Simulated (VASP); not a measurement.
# Ag (Fd-3m) in VASP: further runs

Runs on Ag. Level: PBEsol. Tasks: single point.

Program: VASP 6.6.1. These are calculated values, not measurements. Logs are shortened: lines on timing, memory, paths and dates and some standing lists are left out, and cuts for length are marked.

## Step 1: The cell of the first run

The structure is cubic, space group Fd-3m (No. 227). The conventional cell has a = 5.093 Å, b = 5.093 Å, c = 5.093 Å, α = 90.00°, β = 90.00°, γ = 90.00°. Ag (site symmetry -43m) has 4 Ag at 2.21 Å within 2.9 Å.

## Step 2: Single point, PBEsol (volume scaled by 0.6)

File INCAR:

```
ALGO = Normal ; EDIFF = 1E-6
ENCUT = 520 ; GGA = PS
ISIF = 2 ; ISMEAR = -1
LASPH = T ; LCHARG = T
LELF = T ; LREAL = F
LVHAR = T ; LWAVE = F
NBANDS = 18 ; NELM = 60
PREC = Accurate ; SIGMA = 0.08
```

File KPOINTS:

```
k-points
0
Gamma
  13 13 13
```

File POSCAR:

```
Ag
1.0
    0.0000000000      2.5463120116      2.5463120116
    2.5463120116      0.0000000000      2.5463120116
    2.5463120116      2.5463120116      0.0000000000
Ag
2
Direct
   -0.1250000000     -0.1250000000     -0.1250000000
    0.1250000000      0.1250000000      0.1250000000
```

Potentials or basis: VASP PAW PBE potentials, release 64 (Ag).

Command:

```
$ cat potpaw_PBE.64/Ag/POTCAR > POTCAR
$ mpirun -np 1 vasp_std > vasp.out
```

OUTCAR:

```text
EDIFF = 1E-6
   ENCUT = 520
   GGA = PS
   ISIF = 2
   ISMEAR = -1
   LASPH = T
   LREAL = F
   NELM = 60
   PREC = Accurate

 ion  position               nearest neighbor table
   1  0.875  0.875  0.875-   2 2.21   2 2.21   2 2.21   2 2.21
   2  0.125  0.125  0.125-   1 2.21   1 2.21   1 2.21   1 2.21

  LATTYP: Found a face centered cubic cell.
 ALAT       =     5.0926240232

  Lattice vectors:

 A1 = (   0.0000000000,   2.5463120116,   2.5463120116)
 A2 = (   2.5463120116,   0.0000000000,   2.5463120116)
 A3 = (   2.5463120116,   2.5463120116,   0.0000000000)

Analysis of symmetry for initial positions (statically):
=====================================================================
 Subroutine PRICEL returns:
 Original cell was already a primitive cell.

 Routine SETGRP: Setting up the symmetry group for a
 face centered cubic supercell.

 Subroutine GETGRP returns: Found 48 space group operations
 (whereof 12 operations were pure point group operations)
 out of a pool of 48 trial point group operations.

The static configuration has the point symmetry D_3d.
 The point group associated with its full space group is O_h .

Analysis of symmetry for dynamics (positions and initial velocities):
=====================================================================
 Subroutine PRICEL returns:
 Original cell was already a primitive cell.

 Routine SETGRP: Setting up the symmetry group for a
 face centered cubic supercell.

 Subroutine GETGRP returns: Found 48 space group operations
 (whereof 12 operations were pure point group operations)
 out of a pool of 48 trial point group operations.

The dynamic configuration has the point symmetry D_3d.
 The point group associated with its full space group is O_h .

 Subroutine INISYM returns: Found 48 space group operations
 (whereof 12 operations are pure point group operations),
 and found     1 'primitive' translations

----------------------------------------------------------------------------------------

                                     Primitive cell

  volume of cell :      33.0191

  direct lattice vectors                    reciprocal lattice vectors
     0.000000000  2.546312012  2.546312012    -0.196362424  0.196362424  0.196362424
     2.546312012  0.000000000  2.546312012     0.196362424 -0.196362424  0.196362424
     2.546312012  2.546312012  0.000000000     0.196362424  0.196362424 -0.196362424

  length of vectors
     3.601028981  3.601028981  3.601028981     0.340109696  0.340109696  0.340109696

  position of ions in fractional coordinates (direct lattice)
     0.875000000  0.875000000  0.875000000
     0.125000000  0.125000000  0.125000000

  ion indices of the primitive-cell ions
   primitive index   ion index
                 1           1
                 2           2

----------------------------------------------------------------------------------------

 KPOINTS: k-points

Automatic generation of k-mesh.
 Grid dimensions read from file:
 generate k-points for:   13   13   13

 Generating k-lattice:

  Cartesian coordinates                     Fractional coordinates (reciprocal lattice)
    -0.015104802  0.015104802  0.015104802     0.076923077  0.000000000  0.000000000
     0.015104802 -0.015104802  0.015104802     0.000000000  0.076923077  0.000000000
     0.015104802  0.015104802 -0.015104802     0.000000000  0.000000000  0.076923077

  Length of vectors
     0.026162284  0.026162284  0.026162284

  Shift w.r.t. Gamma in fractional coordinates (k-lattice)
     0.000000000  0.000000000  0.000000000

 Subroutine IBZKPT returns following result:
 ===========================================

 Found     84 irreducible k-points:

 Following reciprocal coordinates:
            Coordinates               Weight
  0.000000  0.000000  0.000000      1.000000
  0.076923  0.000000  0.000000      8.000000
  0.153846  0.000000  0.000000      8.000000
  0.230769  0.000000  0.000000      8.000000
  0.307692  0.000000  0.000000      8.000000
  0.384615  0.000000  0.000000      8.000000
[... 16 lines left out ...]
  0.384615  0.153846  0.000000     24.000000
  0.461538  0.153846  0.000000     24.000000
 [... further k-points ...]
   k-points           NKPTS =     84   k-points in BZ     NKDIM =     84   number of bands    NBANDS=     18
   number of dos      NEDOS =    301   number of ions     NIONS =      2
   total plane-waves  NPLWV =  21952
   dimension x,y,z NGX =    28 NGY =   28 NGZ =   28
   dimension x,y,z NGXF=    56 NGYF=   56 NGZF=   56
   ions per type =               2
   NGX,Y,Z   is equivalent  to a cutoff of  12.93, 12.93, 12.93 a.u.
   NGXF,Y,Z  is equivalent  to a cutoff of  25.85, 25.85, 25.85 a.u.
 SYSTEM =  unknown system
   PREC   = accura    normal or accurate (medium, high low for compatibility)
   ISTART =      0    job   : 0-new  1-cont  2-samecut
   ICHARG =      2    charge: 1-file 2-atom 10-const
   ISPIN  =      1    spin polarized calculation?
   LNONCOLLINEAR =      F non collinear calculations
   LSORBIT =      F    spin-orbit coupling
   LASPH  =      T    aspherical Exc in radial PAW
   ENCUT  =  520.0 eV  38.22 Ry    6.18 a.u.   6.70  6.70  6.70*2*pi/ulx,y,z
   NELM   =     60;   NELMIN=  2; NELMDL= -5     # of ELM steps
   EDIFF  = 0.1E-05   stopping-criterion for ELM
   LREAL  =      F    real-space projection
   EDIFFG = 0.1E-04   stopping-criterion for IOM
   NSW    =      0    number of steps for IOM
   IBRION =     -1    ionic relax: 0-MD 1-quasi-New 2-CG
   NFREE  =      0    steps in history (QN), initial steepest desc. (CG)
   ISIF   =      2    stress and relaxation
   ISYM   =      2    0-nonsym 1-usesym 2-fastsym
   POTIM  = 0.5000    time-step for ionic-motion
   TEBEG  =    0.0;   TEEND  =   0.0 temperature during run
   PSTRESS=    0.0 pullay stress
   NELECT =      22.0000    total number of electrons
   NUPDOWN=      -1.0000    fix difference up-down
   EMIN   =  10.00;   EMAX   =-10.00  energy-range for DOS
   EFERMI =   0.00;   METHOD = LEGACY
   ISMEAR =    -1;   SIGMA  =   0.08  broadening in eV -4-tet -1-fermi 0-gaus
   EFERMI_NEDOS =   21; number of points for ismear=-14 and -15
   IALGO  =     38    algorithm
   IMIX   =      4    mixing-type and parameters
     AMIX     =   0.40;   BMIX     =  1.00
     AMIX_MAG =   1.60;   BMIX_MAG =  1.00
  volume/ion in A,a.u.               =      16.51       111.41
  Fermi-wavevector in a.u.,A,eV,Ry     =   1.429862  2.702047 27.817182  2.044505
  Thomas-Fermi vector in A             =   2.549770
   LORBIT       =      0    0 simple, 1 ext, 2 COOP (PROOUT), +10 PAW based schemes
   GGA     = PS    functional components
   LHFCALC =     F    Hartree Fock is set to
   AEXX    =    0.0000 exact exchange contribution
   IVDW    =     0    specifies the selected vdW correction
   LEPSILON=     F    determine dielectric tensor
   LRPA    =     F    only Hartree local field effects (RPA)
 non-spin polarized calculation
  energy-cutoff  :      520.00
  volume of cell :       33.02
 maximum number of plane-waves:       911
   NGX = 13   NGY = 13   NGZ = 13

 number of electron      22.0000001 magnetization

 Free energy of the ion-electron system (eV)
  ---------------------------------------------------
  ext. energy  EPLUGINS =         0.00000000
  ---------------------------------------------------
  free energy    TOTEN  =        -1.22360479 eV

  energy without entropy =       -1.21029671  energy(sigma->0) =       -1.21695075

 E-fermi :   9.1130     XC(G=0): -12.2903

 val. band max:        9.0515182024   @ k =  -0.3846   0.3077   0.0769
 cond. band min:       9.1308252954   @ k =  -0.3846   0.3846   0.0769
 fundamental gap:      0.0793070930
 Fermi energy:         9.1130322564

 k-point     1 :       0.0000    0.0000    0.0000
  band No.  band energies     occupation
      1       0.8961      2.00000
      2       1.5127      2.00000
      3       1.5127      2.00000
      4       1.8498      2.00000
      5       1.8498      2.00000
      6       1.8498      2.00000
[... 10 lines left out ...]
     17      22.5954      0.00000
     18      22.5954      0.00000

 k-point     2 :       0.0769    0.0000    0.0000
  band No.  band energies     occupation
      1       1.0121      2.00000
      2       1.4299      2.00000
      3       1.4299      2.00000
      4       1.8521      2.00000
      5       1.9660      2.00000
      6       1.9660      2.00000
[... 10 lines left out ...]
     17      23.1348      0.00000
     18      23.1348      0.00000

 k-point     3 :       0.1538    0.0000    0.0000
  band No.  band energies     occupation
      1       1.3151      2.00000
      2       1.3267      2.00000
      3       1.3267      2.00000
      4       1.8930      2.00000
      5       2.1492      2.00000
      6       2.1492      2.00000
[... 10 lines left out ...]
     17      23.4859      0.00000
     18      23.5148      0.00000

 k-point     4 :       0.2308    0.0000    0.0000
  band No.  band energies     occupation
      1       1.2871      2.00000
      2       1.2871      2.00000
      3       1.5696      2.00000
      4       2.1513      2.00000
      5       2.2621      2.00000
      6       2.2621      2.00000
[... 10 lines left out ...]
     17      23.2746      0.00000
     18      24.2068      0.00000

 k-point     5 :       0.3077    0.0000    0.0000
  band No.  band energies     occupation
      1       1.3254      2.00000
      2       1.3254      2.00000
      3       1.6359      2.00000
      4       2.2440      2.00000
      5       2.2440      2.00000
      6       2.5677      2.00000
[... 10 lines left out ...]
     17      22.9741      0.00000
     18      24.6775      0.00000

 k-point     6 :       0.3846    0.0000    0.0000
  band No.  band energies     occupation
      1       1.4349      2.00000
      2       1.4349      2.00000
      3       1.6629      2.00000
      4       2.1091      2.00000
      5       2.1091      2.00000
      6       2.7293      2.00000
[... 10 lines left out ...]
     17      22.7443      0.00000
     18      24.8907      0.00000

 k-point     7 :       0.4615    0.0000    0.0000
  band No.  band energies     occupation
      1       1.5773      2.00000
      2       1.5773      2.00000
      3       1.6824      2.00000
      4       1.9383      2.00000
      5       1.9383      2.00000
      6       2.7168      2.00000
[... 10 lines left out ...]
     17      22.6240      0.00000
     18      24.9630      0.00000

 k-point     8 :       0.0769    0.0769    0.0000
  band No.  band energies     occupation
      1       1.0534      2.00000
      2       1.2999      2.00000
      3       1.5768      2.00000
      4       1.8416      2.00000
      5       1.8416      2.00000
      6       2.1087      2.00000
[... 10 lines left out ...]
     17      23.5748      0.00000
     18      23.5748      0.00000
[... 229 lines left out ...]
     17      22.8916      0.00000
     18      23.5140      0.00000

 k-point    20 :       0.1538    0.1538    0.0000
  band No.  band energies     occupation
      1       1.0359      2.00000
      2       1.5136      2.00000
      3       1.7665      2.00000
      4       1.8145      2.00000
      5       1.8145      2.00000
      6       2.5136      2.00000
[... 10 lines left out ...]
     17      24.4329      0.00000
     18      24.4329      0.00000

 k-point    21 :       0.2308    0.1538    0.0000
  band No.  band energies     occupation
      1       0.9478      2.00000
      2       1.6890      2.00000
      3       1.7175      2.00000
      4       1.9716      2.00000
      5       2.0125      2.00000
      6       2.7161      2.00000
[... 10 lines left out ...]
     17      24.5024      0.00000
     18      24.8711      0.00000

 k-point    22 :       0.3077    0.1538    0.0000
  band No.  band energies     occupation
      1       0.9226      2.00000
      2       1.6286      2.00000
      3       1.6914      2.00000
      4       2.0773      2.00000
      5       2.5412      2.00000
      6       2.8375      2.00000
[... 10 lines left out ...]
     17      24.3927      0.00000
     18      25.1146      0.00000

 k-point    23 :       0.3846    0.1538    0.0000
  band No.  band energies     occupation
      1       0.9492      2.00000
      2       1.5726      2.00000
      3       1.6768      2.00000
      4       2.1234      2.00000
      5       2.7981      2.00000
      6       2.8723      2.00000
[... 10 lines left out ...]
     17      24.3390      0.00000
     18      25.0372      0.00000

 k-point    24 :       0.4615    0.1538    0.0000
  band No.  band energies     occupation
      1       0.9953      2.00000
      2       1.5842      2.00000
      3       1.5963      2.00000
      4       2.2078      2.00000
      5       2.6718      2.00000
      6       2.9001      2.00000
[... 10 lines left out ...]
     17      24.7110      0.00000
     18      25.1052      0.00000

 [... further k-points ...]
[... 5 lines left out ...]
  --------------------------------------------------------------------------------------
  -------------------------------------------------------------------------------------
  Total       17.5150871     17.5150871     17.5150871     -0.0000000      0.0000000      0.0000000
  in kB      849.8808252    849.8808252    849.8808252     -0.0000000      0.0000000      0.0000000
  external PRESSURE =     849.8808252 kB  Pullay stress =       0.0000000 kB

 VOLUME and BASIS-vectors are now :
 -----------------------------------------------------------------------------
  energy-cutoff  :      520.00
  volume of cell :       33.02
      direct lattice vectors                 reciprocal lattice vectors
     0.000000000  2.546312012  2.546312012    -0.196362424  0.196362424  0.196362424
     2.546312012  0.000000000  2.546312012     0.196362424 -0.196362424  0.196362424
     2.546312012  2.546312012  0.000000000     0.196362424  0.196362424 -0.196362424

 POSITION                                       TOTAL-FORCE (eV/Angst)
 -----------------------------------------------------------------------------------
      4.45605      4.45605      4.45605         0.000000      0.000000      0.000000
      0.63658      0.63658      0.63658        -0.000000     -0.000000     -0.000000
 -----------------------------------------------------------------------------------
    total drift:                                0.000000     -0.000000     -0.000000

  FREE ENERGIE OF THE ION-ELECTRON SYSTEM (eV)
  ---------------------------------------------------
  free  energy   TOTEN  =        -1.2236047901 eV

  energy  without entropy=       -1.2102967097  energy(sigma->0) =       -1.21695075
```

It took 77 s on 1 thread of Intel Xeon 8259CL, shared host; peak memory 0.18 GiB.

Results:

```yaml
Free_energy: -1.2236 eV
Pressure: 85.0 GPa
Band_gap_on_the_k_mesh: zero (band 11 reaches 9.95 eV, above the bottom of band 12 at 8.86 eV)
```

Caveat: the PAW data sets were made with another functional, which shifts forces and pressure a little.

## Step 3: Single point, PBEsol (volume scaled by 0.7)

File INCAR:

```
SYSTEM = Ag
  PREC = Accurate
  ENCUT = 520
  EDIFF = 1E-6
  ISMEAR = -1
  SIGMA = 0.08
  LREAL = .FALSE.
  LASPH = .TRUE.
  NELM = 100
  ALGO = Normal
  ISIF = 2
  LWAVE = .FALSE.
  LCHARG = .FALSE.
  GGA = PS
  NBANDS = 18
```

File KPOINTS:

```
regular mesh
0
G
  13 13 13
  0 0 0
```

File POSCAR:

```
Ag
1.0
    0.0000000000      2.6805703855      2.6805703855
    2.6805703855      0.0000000000      2.6805703855
    2.6805703855      2.6805703855      0.0000000000
Ag
2
Direct
   -0.1250000000     -0.1250000000     -0.1250000000
    0.1250000000      0.1250000000      0.1250000000
```

Potentials or basis: VASP PAW PBE potentials, release 64 (Ag).

Command:

```
$ cat potpaw_PBE.64/Ag/POTCAR > POTCAR
$ mpirun -np 1 vasp_std > vasp.out
```

Run time: 74 s. Hardware: 1 thread of Intel Xeon 8259CL, shared host; peak memory 0.19 GiB.

The run converged. Its results:

```yaml
Free_energy: -3.2672 eV
Pressure: 39.4 GPa
Band_gap_on_the_k_mesh: zero (band 11 reaches 7.54 eV, above the bottom of band 12 at 6.47 eV)
```

Levels at points of the mesh, in eV from the Fermi level:
| k point | band 9 | band 10 | band 11 | band 12 | band 13 | band 14 |
| --- | --- | --- | --- | --- | --- | --- |
| (0.00, 0.00, 0.00) | -3.92 | -2.56 | -2.56 | 11.82 | 11.82 | 11.82 |

Caveat: the PAW data sets were made with another functional, which shifts forces and pressure a little.
